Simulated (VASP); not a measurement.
A run of VASP 6.6.1 is set up as follows.

Contents of INCAR:

```
SYSTEM = Sn
PREC     = Accurate       ! precision mode
ENCUT    = 600            ! plane-wave cutoff, eV
EDIFF    = 1E-6           ! SCF threshold, eV
ISMEAR   = -1             ! smearing method
SIGMA    = 0.05           ! smearing width, eV
LREAL    = .False.        ! projectors in reciprocal space
LASPH    = .True.         ! aspherical terms in the spheres
NELM     = 100            ! most SCF steps
ALGO     = Normal         ! electronic algorithm
ISIF     = 3              ! what is computed and relaxed
LWAVE    = .False.        ! write WAVECAR
LCHARG   = .False.        ! write CHGCAR
GGA      = B5             ! functional
ALDAX    = 1.0          
AGGAX    = 1.0          
AGGAC    = 1.0          
ALDAC    = 0.0          
IVDW     = 13             ! dispersion correction
VDW_S6   = 1.0          
VDW_S8   = 2.34076671   
VDW_A1   = 0.44488865   
VDW_A2   = 4.0933009    
IBRION   = 2              ! ionic algorithm
NSW      = 80             ! ionic steps
EDIFFG   = -0.005         ! ionic threshold
```

Contents of KPOINTS:

```
Automatic mesh
0
Gamma
  11 11 11
  0 0 0
```

File POSCAR:

```
Sn
1.0
   -1.7265390000      1.7755470000      2.3383420000
    1.7265390000     -1.7755470000      2.3383420000
    1.7265390000      1.7755470000     -2.3383420000
Sn
1
Direct
    0.0000000000      0.0000000000      0.0000000000
```

Potentials or basis: VASP PAW PBE potentials, release 64 (Sn_d).

Run with:

```bash
$ cat potpaw_PBE.64/Sn_d/POTCAR > POTCAR
$ mpirun -np 1 vasp_std > vasp.out
```

Q: What does it give for the space group after relaxing (to 0.1 Å)?

A: I4/mmm (No. 139).

Q: Estimate the relaxed volume.

A: 28.19 Å³/atom.

Step by step:
```
step  energy change (eV)  largest force (eV/Å)  pressure (GPa)  volume (Å³)
   1              0.0000                0.0000           -0.83        28.67
   2             -0.0033                0.0000            0.30        28.06
   3             -0.0033                0.0000            0.19        28.03
   4             -0.0034                0.0000            0.33        27.96
   5             -0.0042                0.0000            0.08        28.08
   6             -0.0043                0.0000            0.08        28.12
   7             -0.0041                0.0000           -0.09        28.20
   8             -0.0043                0.0000            0.08        28.14
   9             -0.0044                0.0000           -0.03        28.20
  10             -0.0044                0.0000           -0.13        28.27
  11             -0.0045                0.0000           -0.10        28.21
  12             -0.0045                0.0000            0.14        28.12
  13             -0.0045                0.0000            0.04        28.16
  14             -0.0045                0.0000            0.00        28.18
  15             -0.0045                0.0000            0.00        28.17
  16             -0.0045                0.0000           -0.01        28.17
  17             -0.0045                0.0000            0.05        28.17
  18             -0.0045                0.0000            0.03        28.18
  19             -0.0046                0.0000            0.01        28.19
```

Caveat: the PAW data sets were made with another functional, which shifts forces and pressure a little.
